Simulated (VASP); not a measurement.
# Ir (Fd-3m) in VASP: notebook, part 2 of 2

VASP 6.6.1.

## 3. Relaxation of cell and atoms, PBE

This run uses another cell than the first one, of 37.99 Å³/atom.

INCAR reads:

```
SYSTEM = Ir
PREC = Accurate
ENCUT = 600
EDIFF = 1E-7
ISMEAR = 0
SIGMA = 0.1
LREAL = .False.
LASPH = .True.
NELM = 80
ALGO = Normal
ISIF = 3
LWAVE = .False.
LCHARG = .False.
GGA = PE
IBRION = 2
NSW = 80
EDIFFG = -0.05
```

KPOINTS reads:

```
regular mesh
0
Gamma
  6 6 6
  0 0 0
```

POSCAR reads:

```
Ir
1.0
    0.0000000000      3.3615455570      3.3615455570
    3.3615455570      0.0000000000      3.3615455570
    3.3615455570      3.3615455570      0.0000000000
Ir
2
Direct
    0.0000000000      0.0000000000      0.0000000000
    0.2500000000      0.2500000000      0.2500000000
```

Potentials or basis: VASP PAW PBE potentials, release 64 (Ir).

Run with:

```sh
$ cat potpaw_PBE.64/Ir/POTCAR > POTCAR
$ mpirun -np 1 vasp_std > vasp.out
```

OUTCAR:

```text
SYSTEM = Ir
   PREC = Accurate
   ENCUT = 600
   EDIFF = 1E-7
   ISMEAR = 0
   LREAL = .False.
   LASPH = .True.
   NELM = 80
   ISIF = 3
   GGA = PE
   IBRION = 2
   NSW = 80
   EDIFFG = -0.05

 ion  position               nearest neighbor table
   1  0.000  0.000  0.000-   2 2.91   2 2.91   2 2.91   2 2.91
   2  0.250  0.250  0.250-   1 2.91   1 2.91   1 2.91   1 2.91

  LATTYP: Found a face centered cubic cell.
 ALAT       =     6.7230911140

  Lattice vectors:

 A1 = (   0.0000000000,   3.3615455570,   3.3615455570)
 A2 = (   3.3615455570,   0.0000000000,   3.3615455570)
 A3 = (   3.3615455570,   3.3615455570,   0.0000000000)

Analysis of symmetry for initial positions (statically):
=====================================================================
 Subroutine PRICEL returns:
 Original cell was already a primitive cell.

 Routine SETGRP: Setting up the symmetry group for a
 face centered cubic supercell.

 Subroutine GETGRP returns: Found 48 space group operations
 (whereof 24 operations were pure point group operations)
 out of a pool of 48 trial point group operations.

The static configuration has the point symmetry T_d .
 The point group associated with its full space group is O_h .

Analysis of symmetry for dynamics (positions and initial velocities):
=====================================================================
 Subroutine PRICEL returns:
 Original cell was already a primitive cell.

 Routine SETGRP: Setting up the symmetry group for a
 face centered cubic supercell.

 Subroutine GETGRP returns: Found 48 space group operations
 (whereof 24 operations were pure point group operations)
 out of a pool of 48 trial point group operations.

The dynamic configuration has the point symmetry T_d .
 The point group associated with its full space group is O_h .

 Subroutine INISYM returns: Found 48 space group operations
 (whereof 24 operations are pure point group operations),
 and found     1 'primitive' translations

----------------------------------------------------------------------------------------
[... 107 lines left out ...]
  Thomas-Fermi vector in A             =   2.146161
   LORBIT       =      0    0 simple, 1 ext, 2 COOP (PROOUT), +10 PAW based schemes
   GGA     = PE    functional components
   LHFCALC =     F    Hartree Fock is set to
   AEXX    =    0.0000 exact exchange contribution
   IVDW    =     0    specifies the selected vdW correction
   LEPSILON=     F    determine dielectric tensor
   LRPA    =     F    only Hartree local field effects (RPA)
 conjugate gradient relaxation of ions
 non-spin polarized calculation
 Gauss-broadening in eV      SIGMA  =   0.10
  energy-cutoff  :      600.00
  volume of cell :       75.97
 maximum number of plane-waves:      2637
 NGX is ok and might be reduce to    40
   NGX = 19   NGY = 19   NGZ = 19

--------------------------------------- Ionic step        1  -------------------------------------------

 number of electron      18.0000001 magnetization

 Free energy of the ion-electron system (eV)
  ---------------------------------------------------
  ext. energy  EPLUGINS =         0.00000000
  ---------------------------------------------------
  free energy    TOTEN  =       -11.29410520 eV

  energy without entropy =      -11.25562569  energy(sigma->0) =      -11.27486544

------------------------ aborting loop because EDIFF is reached ----------------------------------------

  FORCE on cell =-STRESS in cart. coord.  units (eV):
  Direction    XX          YY          ZZ          XY          YZ          ZX
  --------------------------------------------------------------------------------------
  -------------------------------------------------------------------------------------
  Total      -10.9465184    -10.9465184    -10.9465184     -0.0000000     -0.0000000      0.0000000
  in kB     -230.8551648   -230.8551648   -230.8551648     -0.0000000     -0.0000000      0.0000000
  external PRESSURE =    -230.8551648 kB  Pullay stress =       0.0000000 kB
[... 869 lines left out ...]
  band No.  band energies     occupation
      1      -1.1291      2.00000
      2      -1.1291      2.00000
      3      -0.5613      2.00000
      4      -0.5613      2.00000
      5       0.6501      2.00000
      6       0.6501      2.00000
      7       1.2544      2.00000
      8       1.2544      2.00000
      9       4.0282      0.00000
     10       4.0282      0.00000
     11       4.8325      0.00000
     12       4.8325      0.00000
     13       6.5347      0.00000

[... ionic steps 4 to 7 ...]

--------------------------------------- Ionic step        8  -------------------------------------------

 number of electron      18.0000000 magnetization

------------------------ aborting loop because EDIFF is reached ----------------------------------------
[... 67 lines left out ...]
--------------------------------------- Ionic step       10  -------------------------------------------

 number of electron      18.0000000 magnetization

 Free energy of the ion-electron system (eV)
  ---------------------------------------------------
  ext. energy  EPLUGINS =         0.00000000
  ---------------------------------------------------
  free energy    TOTEN  =       -15.70139857 eV

  energy without entropy =      -15.69043791  energy(sigma->0) =      -15.69591824

 E-fermi :   5.1917     XC(G=0): -11.1491

 val. band max:        5.1058378900   @ k =   0.3333   0.1667   0.0000
 cond. band min:       5.2277545776   @ k =  -0.3333   0.3333   0.0000
 fundamental gap:      0.1219166876
 Fermi energy:         5.1917115795
[... 283 lines left out ...]
  FREE ENERGIE OF THE ION-ELECTRON SYSTEM (eV)
  ---------------------------------------------------
  free  energy   TOTEN  =       -15.7013985696 eV

  energy  without entropy=      -15.6904379092  energy(sigma->0) =      -15.69591824

 reached required accuracy - stopping structural energy minimisation
```

OSZICAR:

```text
N       E                     dE             d eps       ncg     rms          rms(c)
DAV:   1     0.134190816746E+03    0.13419E+03   -0.80632E+03   416   0.134E+03
DAV:   2    -0.189833536293E+00   -0.13438E+03   -0.12209E+03   416   0.313E+02
DAV:   3    -0.117385678090E+02   -0.11549E+02   -0.10523E+02   612   0.783E+01
[... 110 lines left out ...]
DAV:   3    -0.157012389451E+02    0.13417E-02   -0.89472E-03   547   0.937E-01    0.224E-01
DAV:   4    -0.157014059039E+02   -0.16696E-03   -0.10370E-03   426   0.315E-01    0.289E-02
DAV:   5    -0.157013936950E+02    0.12209E-04   -0.94406E-05   492   0.109E-01    0.116E-02
DAV:   6    -0.157013986524E+02   -0.49575E-05   -0.53220E-06   441   0.160E-02    0.215E-03
DAV:   7    -0.157013985696E+02    0.82831E-07   -0.35327E-07   439   0.791E-03
  10 F= -.15701399E+02 E0= -.15695918E+02  d E =-.169429E-02
```

Run time: 4.5 min. Hardware: 1 thread of Intel Xeon 8259CL, shared host; peak memory 0.27 GiB.

Results:

- Free energy: -15.7014 eV
- Relaxed volume: 21.59 Å³/atom
- Relaxed cell: a = 3.938 Å, b = 3.938 Å, c = 3.938 Å, α = 60.00°, β = 60.00°, γ = 60.00°
- Space group after relaxing (to 0.1 Å): Fd-3m (No. 227)
- Energy gained by relaxing: 2203.6 meV/atom
- Ionic steps: 10
- Pressure after relaxing: 0.0 GPa
- Band gap on the k mesh: zero (bands 9 and 10 overlap by 1.31 eV)

The path:
```csv
step,energy change (eV),largest force (eV/Å),pressure (GPa),volume (Å³)
1,0.0000,0.0000,-23.09,75.97
2,-0.1969,0.0000,144.35,30.28
3,-2.4978,0.0000,-25.84,60.01
4,-3.8457,0.0000,-19.78,50.90
5,-4.1323,0.0000,23.26,39.01
6,-4.3895,0.0000,-4.62,44.38
7,-4.4069,0.0000,-0.72,43.36
8,-4.4056,0.0000,1.53,42.83
9,-4.3985,0.0000,-3.30,44.02
10,-4.4073,0.0000,-0.01,43.19
```

Final structure:
```yaml
crystal:
  lattice:
    - [0.00000, 2.78466, 2.78466]
    - [2.78466, 0.00000, 2.78466]
    - [2.78466, 2.78466, 0.00000]
  atoms:
    - { symbol: Ir, position: [0.00000, 0.00000, 0.00000] }
    - { symbol: Ir, position: [0.25000, 0.25000, 0.25000] }
```

Levels at points of the mesh, in eV from the Fermi level:
| k point | band 7 | band 8 | band 9 | band 10 | band 11 | band 12 |
| --- | --- | --- | --- | --- | --- | --- |
| (0.00, 0.00, 0.00) | -1.72 | -1.72 | -1.72 | 0.80 | 0.80 | 10.84 |
| (0.50, 0.00, 0.00) | -1.93 | -0.99 | -0.99 | 0.26 | 0.26 | 1.45 |
| (0.50, 0.50, 0.00) | -2.44 | -2.44 | 0.58 | 0.58 | 1.96 | 1.96 |

Caveat: the volume moved by over 15 % at a fixed basis, so the end points are rough; spin-orbit coupling is left out, which moves the levels of the heavy elements.

## 4. Single point, PBE

This run uses another cell than the first one, of 21.57 Å³/atom.

INCAR reads:

```
SYSTEM = Ir
PREC     = Accurate       ! precision mode
ENCUT    = 520            ! plane-wave cutoff, eV
EDIFF    = 1E-6           ! SCF threshold, eV
ISMEAR   = 0              ! smearing method
SIGMA    = 0.1            ! smearing width, eV
LREAL    = .FALSE.        ! projectors in reciprocal space
LASPH    = .TRUE.         ! aspherical terms in the spheres
NELM     = 100            ! most SCF steps
ALGO     = Normal         ! electronic algorithm
ISIF     = 2              ! what is computed and relaxed
LWAVE    = .FALSE.        ! write WAVECAR
LCHARG   = .FALSE.        ! write CHGCAR
GGA      = PE             ! functional
NBANDS   = 16             ! bands
```

KPOINTS reads:

```
regular mesh
0
G
  14 14 14
  0 0 0
```

POSCAR reads:

```
Ir
1.0
    0.0000000000      2.7834989417      2.7834989417
    2.7834989417      0.0000000000      2.7834989417
    2.7834989417      2.7834989417      0.0000000000
Ir
2
Direct
    0.0000000000      0.0000000000      0.0000000000
    0.2500000000      0.2500000000      0.2500000000
```

Potentials or basis: VASP PAW PBE potentials, release 64 (Ir).

Run with:

```sh
$ cat potpaw_PBE.64/Ir/POTCAR > POTCAR
$ mpirun -np 1 vasp_std > vasp.out
```

OUTCAR:

```text
SYSTEM = Ir
   PREC = Accurate
   ENCUT = 520
   EDIFF = 1E-6
   ISMEAR = 0
   LREAL = .FALSE.
   LASPH = .TRUE.
   NELM = 100
   ISIF = 2
   GGA = PE

 ion  position               nearest neighbor table
   1  0.000  0.000  0.000-   2 2.41   2 2.41   2 2.41   2 2.41
   2  0.250  0.250  0.250-   1 2.41   1 2.41   1 2.41   1 2.41

  LATTYP: Found a face centered cubic cell.
 ALAT       =     5.5669978834

  Lattice vectors:

 A1 = (   0.0000000000,   2.7834989417,   2.7834989417)
 A2 = (   2.7834989417,   0.0000000000,   2.7834989417)
 A3 = (   2.7834989417,   2.7834989417,   0.0000000000)

Analysis of symmetry for initial positions (statically):
=====================================================================
 Subroutine PRICEL returns:
 Original cell was already a primitive cell.

 Routine SETGRP: Setting up the symmetry group for a
 face centered cubic supercell.

 Subroutine GETGRP returns: Found 48 space group operations
 (whereof 24 operations were pure point group operations)
 out of a pool of 48 trial point group operations.

The static configuration has the point symmetry T_d .
 The point group associated with its full space group is O_h .

Analysis of symmetry for dynamics (positions and initial velocities):
[... 162 lines left out ...]

 val. band max:        5.1756088100   @ k =   0.2143   0.2143   0.0000
 cond. band min:       5.1933669270   @ k =   0.5000   0.3571   0.0714
 fundamental gap:      0.0177581169
 Fermi energy:         5.1835233029

 k-point     1 :       0.0000    0.0000    0.0000
  band No.  band energies     occupation
      1      -2.7817      2.00000
      2       0.1516      2.00000
      3       0.1516      2.00000
      4       0.5363      2.00000
      5       0.5363      2.00000
      6       0.5363      2.00000
[... 433 lines left out ...]
      3       0.3665      2.00000
      4       0.4158      2.00000
      5       0.7355      2.00000
      6       1.4135      2.00000
[... 8 lines left out ...]
     15      15.1486      0.00000
     16      17.2636      0.00000

 [... further k-points ...]

------------------------ aborting loop because EDIFF is reached ----------------------------------------

  FORCE on cell =-STRESS in cart. coord.  units (eV):
  Direction    XX          YY          ZZ          XY          YZ          ZX
  --------------------------------------------------------------------------------------
  -------------------------------------------------------------------------------------
  Total       -0.1005145     -0.1005145     -0.1005145      0.0000000      0.0000000      0.0000000
  in kB       -3.7336709     -3.7336709     -3.7336709      0.0000000      0.0000000      0.0000000
  external PRESSURE =      -3.7336709 kB  Pullay stress =       0.0000000 kB

 VOLUME and BASIS-vectors are now :
 -----------------------------------------------------------------------------
  energy-cutoff  :      520.00
  volume of cell :       43.13
      direct lattice vectors                 reciprocal lattice vectors
     0.000000000  2.783498942  2.783498942    -0.179630031  0.179630031  0.179630031
     2.783498942  0.000000000  2.783498942     0.179630031 -0.179630031  0.179630031
     2.783498942  2.783498942  0.000000000     0.179630031  0.179630031 -0.179630031

 POSITION                                       TOTAL-FORCE (eV/Angst)
 -----------------------------------------------------------------------------------
      0.00000      0.00000      0.00000        -0.000000     -0.000000     -0.000000
      1.39175      1.39175      1.39175         0.000000      0.000000      0.000000
 -----------------------------------------------------------------------------------
    total drift:                                0.000000     -0.000000      0.000000

  FREE ENERGIE OF THE ION-ELECTRON SYSTEM (eV)
  ---------------------------------------------------
  free  energy   TOTEN  =       -15.7090976695 eV

  energy  without entropy=      -15.6969247391  energy(sigma->0) =      -15.70301120
```

OSZICAR:

```text
N       E                     dE             d eps       ncg     rms          rms(c)
DAV:   1     0.139147269841E+03    0.13915E+03   -0.79511E+03  3328   0.104E+03
DAV:   2    -0.119413974747E+02   -0.15109E+03   -0.13245E+03  3352   0.285E+02
DAV:   3    -0.166220659181E+02   -0.46807E+01   -0.46074E+01  4440   0.589E+01
DAV:   4    -0.166692372214E+02   -0.47171E-01   -0.47165E-01  3688   0.552E+00
DAV:   5    -0.166705210980E+02   -0.12839E-02   -0.12839E-02  4632   0.932E-01    0.143E+01
DAV:   6    -0.158274591923E+02    0.84306E+00   -0.15671E+00  4496   0.142E+01    0.554E+00
DAV:   7    -0.157254756561E+02    0.10198E+00   -0.19308E-01  4744   0.435E+00    0.206E+00
DAV:   8    -0.157092330165E+02    0.16243E-01   -0.18981E-02  3768   0.110E+00    0.240E-01
DAV:   9    -0.157090550313E+02    0.17799E-03   -0.66315E-04  4008   0.206E-01    0.357E-02
DAV:  10    -0.157090986517E+02   -0.43620E-04   -0.43506E-05  4320   0.508E-02    0.592E-03
DAV:  11    -0.157090976695E+02    0.98224E-06   -0.26457E-06  4104   0.167E-02
   1 F= -.15709098E+02 E0= -.15703011E+02  d E =-.121729E-01
```

stdout:

```text
POSCAR found type information on POSCAR Ir
 POSCAR found :  1 types and       2 ions
 scaLAPACK will be used
 LDA part: xc-table for (Slater+PW92), standard interpolation
 POSCAR, INCAR and KPOINTS ok, starting setup
 FFT: planning ... GRIDC
 FFT: planning ... GRID_SOFT
 FFT: planning ... GRID
 WAVECAR not read
 entering main loop
```

Run time: 79 s. Hardware: 1 thread of Intel Xeon 8259CL, shared host; peak memory 0.21 GiB.

Results:

| Quantity | Value |
| --- | --- |
| Free energy | -15.7091 eV |
| Pressure | -0.4 GPa |
| Band gap on the k mesh | zero (bands 9 and 10 overlap by 1.55 eV) |

Caveat: spin-orbit coupling is left out, which moves the levels of the heavy elements.

## 5. Single point, PBE

This run uses another cell than the first one, of 37.99 Å³/atom.

INCAR reads:

```
SYSTEM = Ir
  PREC = Accurate
  ENCUT = 500
  EDIFF = 1E-6
  ISMEAR = 0
  SIGMA = 0.1
  LREAL = .False.
  LASPH = .True.
  NELM = 120
  ALGO = Normal
  ISIF = 2
  LWAVE = .False.
  LCHARG = .True.
  GGA = PE
  LELF = .True.
  LVHAR = .True.
  NBANDS = 16
  GGA_COMPAT = .False.
```

KPOINTS reads:

```
Automatic mesh
0
Gamma
  6 6 6
  0 0 0
```

POSCAR reads:

```
Ir
1.0
    0.0000000000      3.3615455570      3.3615455570
    3.3615455570      0.0000000000      3.3615455570
    3.3615455570      3.3615455570      0.0000000000
Ir
2
Direct
    0.0000000000      0.0000000000      0.0000000000
    0.2500000000      0.2500000000      0.2500000000
```

Run with:

```sh
$ cat potpaw_PBE.64/Ir/POTCAR > POTCAR
$ mpirun -np 1 vasp_std > vasp.out
```

Wall time 16 s (1 thread of Intel Xeon Platinum 8259CL at 2.50GHz (Skylake/Cascade Lake), shared host); peak memory 0.2 GiB.

The run converged. Its results:

```
Free energy            : -11.2940 eV
Pressure               : -23.1 GPa
Band gap on the k mesh : zero (bands 9 and 10 overlap by 0.44 eV)
```

Levels at points of the mesh, in eV from the Fermi level:
```csv
k point,band 7,band 8,band 9,band 10,band 11,band 12
"(0.00, 0.00, 0.00)",-0.75,-0.75,-0.75,0.14,0.14,7.07
"(0.50, 0.00, 0.00)",-0.51,-0.51,-0.13,0.00,0.00,0.62
"(0.50, 0.50, 0.00)",-1.07,-1.07,0.14,0.14,1.01,1.01
```

Caveat: the cell stands under tension; spin-orbit coupling is left out, which moves the levels of the heavy elements.

## 6. The runs side by side

| task | cell | k mesh | cutoff (eV) | gap on the mesh (eV) | pressure (GPa) |
| --- | --- | --- | --- | --- | --- |
| single point | a = 3.940 Å, angles 60.0°, 2 atoms | 6 × 6 × 6 | 520 | none | -0.3 |
| relaxation of cell and atoms | relaxed from a = 4.754 Å, angles 60.0°, 2 atoms | 6 × 6 × 6 | 600 | none | 0.0 |
| single point | a = 3.936 Å, angles 60.0°, 2 atoms | 14 × 14 × 14 | 520 | none | -0.4 |
| single point | a = 4.754 Å, angles 60.0°, 2 atoms | 6 × 6 × 6 | 500 | none | -23.1 |

Alike in all rows: level PBE; potentials or basis VASP PAW PBE potentials, release 64 (Ir); no spin polarisation; smearing gaussian 0.1 eV.

Caveats: spin-orbit coupling is left out, which moves the levels of the heavy elements; the volume moved by over 15 % at a fixed basis, so the end points are rough (at least some runs); the cell stands under tension (at least some runs).

Absolute energies hang on the potentials; compare differences alone.
